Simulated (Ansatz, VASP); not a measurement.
## One calculation of ScAlSbP3, two programs

```
CELL_PARAMETERS angstrom
5.30177 0.00000 0.00000
-2.65089 4.59147 0.00000
0.00000 0.00000 5.24320
ATOMIC_POSITIONS crystal
Sc 0.00000 0.00000 0.00000
Al 0.66667 0.33333 0.00000
Sb 0.33333 0.66667 0.00000
P 0.94566 0.47283 0.50000
P 0.52717 0.47283 0.50000
P 0.52717 0.05434 0.50000
```

Change from the starting cell: species swapped into the YSiBRh3 type (P-6m2, No. 187).

Alike in both runs: functional PBE; k mesh 12 × 12 × 8; occupations gaussian, width 0.1 eV; no spin polarisation.

Ansatz relaxed the structure, and its values are those at the end. VASP's run is a single point on that final structure, the one shown.

|  | VASP | Ansatz |
| --- | --- | --- |
| version | VASP 6.6.1 | Ansatz 0.2.0 |
| potentials or method | VASP PAW PBE potentials, release 64 (Sc_sv, Al, Sb, P), cutoff 520 eV | scalar-relativistic, plane waves, PAW |
| valence electrons in the cell | 34 | 44 |

|  | VASP | Ansatz | Ansatz less VASP |
| --- | --- | --- | --- |
| gap on the k mesh at the Fermi level (eV) | none | none | - |
| pressure (GPa) | -0.1 | 0.0 | +0.12 |
| rms of the force components (eV/Å) | 0.038 | 0.002 | -0.0362 |

A gap of «none» marks a metal or a gap that the smearing closes. The functional is the same, so the differences come from potentials, cutoffs and numerics. VASP's potentials hold 34 valence electrons a cell and Ansatz's 44, so a difference there can come from the potentials and not from the codes.

Spin-orbit coupling is off throughout.
